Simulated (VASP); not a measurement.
Set up this calculation in VASP 6.6.1, as the native input.

* Task: single point
* Functional: PBE
* Potentials or basis: VASP PAW PBE potentials, release 64 (Na_pv, Au)
* Cutoff: 520 eV
* k mesh: 4 × 4 × 4
* Occupations: gaussian, width 0.1 eV
* Spin: no spin polarisation
* Dipole correction: no
* Further INCAR settings: ALGO = Fast; EDIFF = 1e-07; NBANDS = 28

The structure of Na4Au lies in POSCAR:

```
Na4Au
1.0
    4.7274013049     -3.4203714098      0.0000000000
    4.7274013049      3.4203714098      0.0000000000
   -4.3641545672      0.0000000000      4.8605306444
Na Au
4 1
Direct
    0.8588704913      0.4876448301      0.4117204245
    0.1382078567      0.5116543611      0.0582181068
    0.4883456389      0.8617921433      0.9417818932
    0.5123551699      0.1411295087      0.5882795755
    0.0042748475      0.9957251525      0.5000000000
```

One way to write it, as run:

INCAR

```
SYSTEM = Na4Au
ALGO     = Fast           ! electronic algorithm
EDIFF    = 1E-7           ! SCF threshold, eV
ENCUT    = 520            ! plane-wave cutoff, eV
GGA      = PE             ! functional
ISIF     = 2              ! what is computed and relaxed
ISMEAR   = 0              ! smearing method
LASPH    = .TRUE.         ! aspherical terms in the spheres
LCHARG   = .FALSE.        ! write CHGCAR
LREAL    = .FALSE.        ! projectors in reciprocal space
LWAVE    = .FALSE.        ! write WAVECAR
NBANDS   = 28             ! bands
NELM     = 80             ! most SCF steps
PREC     = Accurate       ! precision mode
SIGMA    = 0.1            ! smearing width, eV
```

KPOINTS

```
k-points
0
G
  4 4 4
  0 0 0
```

Potentials or basis: VASP PAW PBE potentials, release 64 (Na_pv, Au).

Launch:

```sh
$ cat potpaw_PBE.64/Na_pv/POTCAR potpaw_PBE.64/Au/POTCAR > POTCAR
$ mpirun -np 1 vasp_std > vasp.out
```

It gave:

```yaml
Pressure: 0.0 GPa
Largest_force: 0.021 eV/Å
Band_gap_on_the_k_mesh: zero (an odd number of electrons rules out a gap without spin polarisation)
```

Caveat: spin-orbit coupling is left out, which moves the levels of the heavy elements.

Run time: 5.3 min on 1 thread of Oxide Virtual Turin-like Processor (shared host), peak memory 0.34 GiB.
